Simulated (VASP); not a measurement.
Here is a VASP 6.6.1 calculation.

The input POSCAR:

```
BeS
1.0
    0.0000000000      2.4343066148      2.4343066148
    2.4343066148      0.0000000000      2.4343066148
    2.4343066148      2.4343066148      0.0000000000
Be S
1 1
Direct
    0.0000000000      0.0000000000      0.0000000000
    0.2500000000      0.2500000000      0.2500000000
```

Contents of INCAR.step1:

```
SYSTEM = BeS
PREC     = Accurate       ! precision mode
ENCUT    = 600            ! plane-wave cutoff, eV
EDIFF    = 1E-5           ! SCF threshold, eV
ISMEAR   = -1             ! smearing method
SIGMA    = 0.02           ! smearing width, eV
LREAL    = .FALSE.        ! projectors in reciprocal space
LASPH    = .TRUE.         ! aspherical terms in the spheres
NELM     = 80             ! most SCF steps
ALGO     = Normal         ! electronic algorithm
LWAVE    = .TRUE.         ! write WAVECAR
LCHARG   = .FALSE.        ! write CHGCAR
GGA      = PE             ! functional
NBANDS   = 11             ! bands
```

The input INCAR.step2:

```
SYSTEM = BeS
PREC     = Accurate       ! precision mode
ENCUT    = 600            ! plane-wave cutoff, eV
EDIFF    = 1E-6           ! SCF threshold, eV
ISMEAR   = -1             ! smearing method
SIGMA    = 0.02           ! smearing width, eV
LREAL    = .FALSE.        ! projectors in reciprocal space
LASPH    = .TRUE.         ! aspherical terms in the spheres
NELM     = 80             ! most SCF steps
ALGO     = Normal         ! electronic algorithm
ISIF     = 3              ! what is computed and relaxed
LWAVE    = .FALSE.        ! write WAVECAR
LCHARG   = .FALSE.        ! write CHGCAR
GGA      = PE             ! functional
LHFCALC  = .TRUE.         ! exact exchange
HFSCREEN = 0.2079         ! screening, 1/A
PRECFOCK = Normal       
IBRION   = 2              ! ionic algorithm
NSW      = 80             ! ionic steps
EDIFFG   = -0.005         ! ionic threshold
ISTART   = 1
```

KPOINTS

```
Automatic mesh
0
G
  6 6 6
  0 0 0
```

Potentials or basis: VASP PAW PBE potentials, release 64 (Be, S).

Run with:

```sh
$ cat potpaw_PBE.64/Be/POTCAR potpaw_PBE.64/S/POTCAR > POTCAR
$ cp INCAR.step1 INCAR
$ mpirun -np 1 vasp_std > vasp.out
$ cp INCAR.step2 INCAR
$ mpirun -np 1 vasp_std > vasp.out
```

Question: Estimate the relaxed volume.

Answer: 14.27 Å³/atom.

Question: Estimate the space group after relaxing (to 0.05 Å).

Answer: F-43m (No. 216).

Step by step:
```tsv
step	energy change (eV)	largest force (eV/Å)	pressure (GPa)	volume (Å³)
1	0.0000	0.0000	-1.03	28.85
2	-0.0009	0.0000	0.27	28.47
3	-0.0010	0.0000	0.00	28.55
```

Caveat: the PAW data sets were made with another functional, which shifts forces and pressure a little.
